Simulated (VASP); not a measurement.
# BeTe (P4_12_12) in VASP: a series of runs

The runs below take BeTe through single point, relaxation of cell and atoms, with PBE.

Program: VASP 6.6.1. These are calculated values, not measurements. Logs are shortened: lines on timing, memory, paths and dates and some standing lists are left out, and cuts for length are marked.

## Step 1: The cell of the first run

Symmetry: P4_12_12, No. 92, tetragonal system. The conventional cell has a = 6.864 Å, b = 6.864 Å, c = 3.854 Å, α = 90.00°, β = 90.00°, γ = 90.00°. Within 3.2 Å of Be (site symmetry 2) lie 4 Te at 2.46 to 2.54 Å. Within 3.2 Å of Te (site symmetry 2) lie 4 Be at 2.46 to 2.54 Å.

The cell was built from a structure type or drawn by symmetry, and may not be a known phase.

## Step 2: Single point, PBE

Contents of INCAR:

```
ALGO = Normal
EDIFF = 1E-6
ENCUT = 520
GGA = PE
ISIF = 2
ISMEAR = 0
LASPH = True
LCHARG = False
LREAL = False
LWAVE = False
NBANDS = 26
NELM = 60
PREC = Accurate
SIGMA = 0.1
```

Contents of KPOINTS:

```
k-points
0
Gamma
  4 4 6
```

Contents of POSCAR:

```
BeTe
1.0
    6.8640269559      0.0000000000      0.0000000000
    0.0000000000      6.8640269559      0.0000000000
    0.0000000000      0.0000000000      3.8537119046
Be Te
4 4
Direct
    0.6699205033      0.6699205033      0.5000000000
    0.1699205033      0.8300794967      0.2500000000
    0.3300794967      0.3300794967      0.0000000000
    0.8300794967      0.1699205033      0.7500000000
    0.8269629679      0.8269629679      0.0000000000
    0.3269629679      0.6730370321      0.7500000000
    0.1730370321      0.1730370321      0.5000000000
    0.6730370321      0.3269629679      0.2500000000
```

Potentials or basis: VASP PAW PBE potentials, release 64 (Be, Te).

On the command line:

```
cat potpaw_PBE.64/Be/POTCAR potpaw_PBE.64/Te/POTCAR > POTCAR
mpirun -np 1 vasp_std > vasp.out
```

OUTCAR:

```text
EDIFF = 1E-6
   ENCUT = 520
   GGA = PE
   ISIF = 2
   ISMEAR = 0
   LASPH = True
   LREAL = False
   NELM = 60
   PREC = Accurate

 ion  position               nearest neighbor table
   1  0.670  0.670  0.500-   5 2.46   5 2.46   8 2.54   6 2.54
   2  0.170  0.830  0.250-   6 2.46   6 2.46   7 2.54   5 2.54
   3  0.330  0.330  0.000-   7 2.46   7 2.46   8 2.54   6 2.54
   4  0.830  0.170  0.750-   8 2.46   8 2.46   5 2.54   7 2.54
   5  0.827  0.827  0.000-   1 2.46   1 2.46   4 2.54   2 2.54
   6  0.327  0.673  0.750-   2 2.46   2 2.46   3 2.54   1 2.54
   7  0.173  0.173  0.500-   3 2.46   3 2.46   4 2.54   2 2.54
   8  0.673  0.327  0.250-   4 2.46   4 2.46   1 2.54   3 2.54

  LATTYP: Found a simple tetragonal cell.
 ALAT       =     6.8640269559
 C/A-ratio  =     0.5614360097

  Lattice vectors:

 A1 = (   6.8640269559,   0.0000000000,   0.0000000000)
 A2 = (   0.0000000000,   6.8640269559,   0.0000000000)
 A3 = (   0.0000000000,   0.0000000000,   3.8537119046)

Analysis of symmetry for initial positions (statically):
=====================================================================
 Subroutine PRICEL returns:
 Original cell was already a primitive cell.

 Routine SETGRP: Setting up the symmetry group for a
 simple tetragonal supercell.

 Subroutine GETGRP returns: Found  8 space group operations
 (whereof  2 operations were pure point group operations)
 out of a pool of 16 trial point group operations.

The static configuration has the point symmetry C_2 .
 The point group associated with its full space group is D_4 .

Analysis of symmetry for dynamics (positions and initial velocities):
=====================================================================
 Subroutine PRICEL returns:
 Original cell was already a primitive cell.

 Routine SETGRP: Setting up the symmetry group for a
 simple tetragonal supercell.

 Subroutine GETGRP returns: Found  8 space group operations
 (whereof  2 operations were pure point group operations)
 out of a pool of 16 trial point group operations.

The dynamic configuration has the point symmetry C_2 .
 The point group associated with its full space group is D_4 .

 Subroutine INISYM returns: Found  8 space group operations
 (whereof  2 operations are pure point group operations),
 and found     1 'primitive' translations

----------------------------------------------------------------------------------------

                                     Primitive cell

  volume of cell :     181.5671

  direct lattice vectors                    reciprocal lattice vectors
     6.864026956  0.000000000  0.000000000     0.145687074  0.000000000  0.000000000
     0.000000000  6.864026956  0.000000000     0.000000000  0.145687074  0.000000000
     0.000000000  0.000000000  3.853711905     0.000000000  0.000000000  0.259490077

  length of vectors
     6.864026956  6.864026956  3.853711905     0.145687074  0.145687074  0.259490077

  position of ions in fractional coordinates (direct lattice)
     0.669920503  0.669920503  0.500000000
     0.169920503  0.830079497  0.250000000
     0.330079497  0.330079497  0.000000000
     0.830079497  0.169920503  0.750000000
     0.826962968  0.826962968  0.000000000
     0.326962968  0.673037032  0.750000000
     0.173037032  0.173037032  0.500000000
     0.673037032  0.326962968  0.250000000

  ion indices of the primitive-cell ions
   primitive index   ion index
                 1           1
                 2           2
                 3           3
                 4           4
                 5           5
                 6           6
                 7           7
                 8           8

----------------------------------------------------------------------------------------

 KPOINTS: k-points

Automatic generation of k-mesh.
 Grid dimensions read from file:
 generate k-points for:    4    4    6

 Generating k-lattice:

  Cartesian coordinates                     Fractional coordinates (reciprocal lattice)
     0.036421768  0.000000000  0.000000000     0.250000000  0.000000000  0.000000000
     0.000000000  0.036421768  0.000000000     0.000000000  0.250000000  0.000000000
     0.000000000  0.000000000  0.043248346     0.000000000  0.000000000  0.166666667

  Length of vectors
     0.036421768  0.036421768  0.043248346

  Shift w.r.t. Gamma in fractional coordinates (k-lattice)
     0.000000000  0.000000000  0.000000000

 Subroutine IBZKPT returns following result:
 ===========================================

 Found     24 irreducible k-points:

 Following reciprocal coordinates:
            Coordinates               Weight
  0.000000  0.000000  0.000000      1.000000
  0.250000  0.000000  0.000000      4.000000
  0.500000  0.000000  0.000000      2.000000
  0.250000  0.250000  0.000000      4.000000
  0.500000  0.250000  0.000000      4.000000
  0.500000  0.500000  0.000000      1.000000
[... 16 lines left out ...]
  0.500000  0.250000  0.500000      4.000000
  0.500000  0.500000  0.500000      1.000000
   k-points           NKPTS =     24   k-points in BZ     NKDIM =     24   number of bands    NBANDS=     26
   number of dos      NEDOS =    301   number of ions     NIONS =      8
   total plane-waves  NPLWV =  87480
   dimension x,y,z NGX =    54 NGY =   54 NGZ =   30
   dimension x,y,z NGXF=   108 NGYF=  108 NGZF=   60
   ions per type =               4   4
   NGX,Y,Z   is equivalent  to a cutoff of  13.08, 13.08, 12.94 a.u.
   NGXF,Y,Z  is equivalent  to a cutoff of  26.16, 26.16, 25.88 a.u.
 SYSTEM =  unknown system
   PREC   = accura    normal or accurate (medium, high low for compatibility)
   ISTART =      0    job   : 0-new  1-cont  2-samecut
   ICHARG =      2    charge: 1-file 2-atom 10-const
   ISPIN  =      1    spin polarized calculation?
   LNONCOLLINEAR =      F non collinear calculations
   LSORBIT =      F    spin-orbit coupling
   LASPH  =      T    aspherical Exc in radial PAW
   ENCUT  =  520.0 eV  38.22 Ry    6.18 a.u.  12.76 12.76  7.17*2*pi/ulx,y,z
   NELM   =     60;   NELMIN=  2; NELMDL= -5     # of ELM steps
   EDIFF  = 0.1E-05   stopping-criterion for ELM
   LREAL  =      F    real-space projection
   EDIFFG = 0.1E-04   stopping-criterion for IOM
   NSW    =      0    number of steps for IOM
   IBRION =     -1    ionic relax: 0-MD 1-quasi-New 2-CG
   NFREE  =      0    steps in history (QN), initial steepest desc. (CG)
   ISIF   =      2    stress and relaxation
   ISYM   =      2    0-nonsym 1-usesym 2-fastsym
   POTIM  = 0.5000    time-step for ionic-motion
   TEBEG  =    0.0;   TEEND  =   0.0 temperature during run
   PSTRESS=    0.0 pullay stress
   NELECT =      32.0000    total number of electrons
   NUPDOWN=      -1.0000    fix difference up-down
   EMIN   =  10.00;   EMAX   =-10.00  energy-range for DOS
   EFERMI =   0.00;   METHOD = LEGACY
   ISMEAR =     0;   SIGMA  =   0.10  broadening in eV -4-tet -1-fermi 0-gaus
   EFERMI_NEDOS =   21; number of points for ismear=-14 and -15
   IALGO  =     38    algorithm
   IMIX   =      4    mixing-type and parameters
     AMIX     =   0.40;   BMIX     =  1.00
     AMIX_MAG =   1.60;   BMIX_MAG =  1.00
  volume/ion in A,a.u.               =      22.70       153.16
  Fermi-wavevector in a.u.,A,eV,Ry     =   0.917866  1.734514 11.462599  0.842477
  Thomas-Fermi vector in A             =   2.042883
   LORBIT       =      0    0 simple, 1 ext, 2 COOP (PROOUT), +10 PAW based schemes
   GGA     = PE    functional components
   LHFCALC =     F    Hartree Fock is set to
   AEXX    =    0.0000 exact exchange contribution
   IVDW    =     0    specifies the selected vdW correction
   LEPSILON=     F    determine dielectric tensor
   LRPA    =     F    only Hartree local field effects (RPA)
 non-spin polarized calculation
 Gauss-broadening in eV      SIGMA  =   0.10
  energy-cutoff  :      520.00
  volume of cell :      181.57
 maximum number of plane-waves:      4904
 NGX is ok and might be reduce to    54
   NGX = 25   NGY = 25   NGZ = 15

 number of electron      31.9999999 magnetization

 Free energy of the ion-electron system (eV)
  ---------------------------------------------------
  ext. energy  EPLUGINS =         0.00000000
  ---------------------------------------------------
  free energy    TOTEN  =       -28.22606718 eV

  energy without entropy =      -28.22606718  energy(sigma->0) =      -28.22606718

 E-fermi :   5.6720     XC(G=0):  -9.0337

 val. band max:        5.2194122870   @ k =   0.0000   0.0000   0.1667
 cond. band min:       6.5237079357   @ k =   0.0000   0.0000   0.5000
 fundamental gap:      1.3042956486
 Fermi energy:         5.6719680138

 k-point     1 :       0.0000    0.0000    0.0000
  band No.  band energies     occupation
      1      -7.3397      2.00000
      2      -5.9349      2.00000
      3      -5.9349      2.00000
      4      -5.6892      2.00000
      5      -0.7080      2.00000
      6       0.5547      2.00000
[... 18 lines left out ...]
     25       9.9264      0.00000
     26       9.9279      0.00000

 k-point     2 :       0.2500    0.0000    0.0000
  band No.  band energies     occupation
      1      -7.2084      2.00000
      2      -6.3224      2.00000
      3      -5.8562      2.00000
      4      -5.5776      2.00000
      5      -0.6635      2.00000
      6       0.2470      2.00000
[... 18 lines left out ...]
     25       9.7340      0.00000
     26      10.1504      0.00000

 k-point     3 :       0.5000    0.0000    0.0000
  band No.  band energies     occupation
      1      -6.8388      2.00000
      2      -6.8388      2.00000
      3      -5.6771      2.00000
      4      -5.6771      2.00000
      5      -0.3471      2.00000
      6      -0.3471      2.00000
[... 572 lines left out ...]
 k-point    23 :       0.5000    0.2500    0.5000
  band No.  band energies     occupation
      1      -5.8295      2.00000
      2      -5.8295      2.00000
      3      -5.3416      2.00000
      4      -5.3416      2.00000
      5      -0.4897      2.00000
      6      -0.4897      2.00000
[... 18 lines left out ...]
     25      10.6873      0.00000
     26      10.6881      0.00000

 k-point    24 :       0.5000    0.5000    0.5000
  band No.  band energies     occupation
      1      -5.5966      2.00000
      2      -5.5966      2.00000
      3      -5.5966      2.00000
      4      -5.5966      2.00000
      5      -0.2918      2.00000
      6      -0.2918      2.00000
[... 18 lines left out ...]
     25      11.4689      0.00000
     26      11.4689      0.00000

------------------------ aborting loop because EDIFF is reached ----------------------------------------

  FORCE on cell =-STRESS in cart. coord.  units (eV):
  Direction    XX          YY          ZZ          XY          YZ          ZX
  --------------------------------------------------------------------------------------
  -------------------------------------------------------------------------------------
  Total        0.1773160      0.1773160      0.2390670      0.0000000      0.0000000      0.0000000
  in kB        1.5646651      1.5646651      2.1095652      0.0000000      0.0000000      0.0000000
  external PRESSURE =       1.7462985 kB  Pullay stress =       0.0000000 kB

 VOLUME and BASIS-vectors are now :
 -----------------------------------------------------------------------------
  energy-cutoff  :      520.00
  volume of cell :      181.57
      direct lattice vectors                 reciprocal lattice vectors
     6.864026956  0.000000000  0.000000000     0.145687074  0.000000000  0.000000000
     0.000000000  6.864026956  0.000000000     0.000000000  0.145687074  0.000000000
     0.000000000  0.000000000  3.853711905     0.000000000  0.000000000  0.259490077

 POSITION                                       TOTAL-FORCE (eV/Angst)
 -----------------------------------------------------------------------------------
      4.59835      4.59835      1.92686        -0.019969     -0.019969     -0.000000
      1.16634      5.69769      0.96343        -0.019969      0.019969     -0.000000
      2.26567      2.26567      0.00000         0.019969      0.019969     -0.000000
      5.69769      1.16634      2.89028         0.019969     -0.019969     -0.000000
      5.67630      5.67630      0.00000         0.026888      0.026888     -0.000000
      2.24428      4.61974      2.89028         0.026888     -0.026888      0.000000
      1.18773      1.18773      1.92686        -0.026888     -0.026888     -0.000000
      4.61974      2.24428      0.96343        -0.026888      0.026888     -0.000000
 -----------------------------------------------------------------------------------
    total drift:                               -0.000000      0.000000     -0.000000

  FREE ENERGIE OF THE ION-ELECTRON SYSTEM (eV)
  ---------------------------------------------------
  free  energy   TOTEN  =       -28.2260671841 eV

  energy  without entropy=      -28.2260671841  energy(sigma->0) =      -28.22606718
```

Wall time 79 s (1 thread of Intel Xeon Platinum 8488C (Sapphire Rapids), shared host); peak memory 0.33 GiB.

Results:

- Free energy: -28.2261 eV
- Pressure: 0.2 GPa
- Largest force: 0.038 eV/Å
- Band gap on the k mesh: 1.30 eV (least direct gap 2.25 eV)

Forces in eV/Å, atoms in the order of the input:
```
Be  -0.020 -0.020  0.000
Be  -0.020  0.020  0.000
Be   0.020  0.020  0.000
Be   0.020 -0.020  0.000
Te   0.027  0.027  0.000
Te   0.027 -0.027  0.000
Te  -0.027 -0.027  0.000
Te  -0.027  0.027  0.000
```

Levels at points of the mesh, in eV from the valence-band top:
```csv
k point,band 13,band 14,band 15,band 16,band 17,band 18,band 19,band 20
"(0.00, 0.00, 0.00)",-0.95,-0.41,-0.41,-0.29,2.64,2.95,2.95,3.34
"(0.50, 0.00, 0.00)",-1.10,-1.10,-0.81,-0.81,2.79,2.79,3.28,3.28
"(0.50, 0.50, 0.00)",-0.96,-0.96,-0.92,-0.92,2.35,2.35,2.96,2.96
"(0.00, 0.00, 0.50)",-2.01,-2.01,-1.67,-1.67,1.30,1.30,3.49,3.49
"(0.50, 0.00, 0.50)",-1.65,-1.65,-0.96,-0.96,2.20,2.20,2.60,2.60
"(0.50, 0.50, 0.50)",-1.52,-1.52,-1.52,-1.52,1.88,1.88,1.88,1.88
```

Caveat: spin-orbit coupling is left out, which moves the levels of the heavy elements. A k mesh can miss the band edges.

(Part 1 of 2 ends here.)
